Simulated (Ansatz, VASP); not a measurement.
# Zr2N: VASP beside Ansatz

Contents of INCAR:

```
SYSTEM = Zr2N
PREC = Accurate
ENCUT = 520
EDIFF = 1E-7
ISMEAR = 0
SIGMA = 0.15
LREAL = .FALSE.
LASPH = .TRUE.
NELM = 80
ALGO = Normal
ISIF = 2
LWAVE = .FALSE.
LCHARG = .FALSE.
GGA = PS
NBANDS = 38
```

File KPOINTS:

```
Automatic mesh
0
G
  10 10 16
  0 0 0
```

The input POSCAR:

```
Zr2N
1.0
    4.9203626416      0.0000000000      0.0000000000
    0.0000000000      4.9203626416      0.0000000000
    0.0000000000      0.0000000000      3.8981469550
Zr N
4 2
Direct
    0.2962523428      0.2962523428      0.0000000000
    0.7037476572      0.7037476572      0.0000000000
    0.7962523428      0.2037476572      0.5000000000
    0.2037476572      0.7962523428      0.5000000000
    0.0000000000      0.0000000000      0.0000000000
    0.5000000000      0.5000000000      0.5000000000
```

Input for Ansatz:

```yaml
crystal:
  lattice:
    - [4.9203626416, 0.0, 0.0]
    - [0.0, 4.9203626416, 0.0]
    - [0.0, 0.0, 3.898146955]
  atoms:
    - { symbol: Zr, position: [0.2962523428, 0.2962523428, 0.0] }
    - { symbol: Zr, position: [0.7037476572, 0.7037476572, 0.0] }
    - { symbol: Zr, position: [0.7962523428, 0.2037476572, 0.5] }
    - { symbol: Zr, position: [0.2037476572, 0.7962523428, 0.5] }
    - { symbol: "N", position: [0.0, 0.0, 0.0] }
    - { symbol: "N", position: [0.5, 0.5, 0.5] }
basis:
  ecutwfc: 420
kpoints:
  mp_grid: { grid: [10, 10, 16] }
hamiltonian:
  xc: pbesol
scf:
  occupations: { method: gaussian, width: 0.15 }
output:
  forces: true
  stress: true
  eigenvalues: true
```

Alike in both runs: task single point; functional PBEsol; k mesh 10 × 10 × 16; occupations gaussian, width 0.15 eV; no spin polarisation.

|  | VASP | Ansatz |
| --- | --- | --- |
| version | VASP 6.6.1 | Ansatz 0.2.0 |
| potentials or method | VASP PAW PBE potentials, release 64 (Zr_sv, N), cutoff 520 eV | scalar-relativistic, plane waves, PAW |
| valence electrons in the cell | 58 | 58 |

|  | VASP | Ansatz | Ansatz less VASP |
| --- | --- | --- | --- |
| gap on the k mesh at the Fermi level (eV) | none | none | - |
| pressure (GPa) | 2.7 | 2.5 | -0.24 |
| traceless stress, the component that is largest in VASP (GPa) | -25.56 | -25.51 | +0.046 |
| rms of the force components (eV/Å) | 0.076 | 0.085 | +0.0083 |

VASP's potentials were made for PBE, not for PBEsol. Atom by atom the forces differ by 0.008 eV/Å (rms over components). A gap of «none» marks a metal or a gap that the smearing closes.
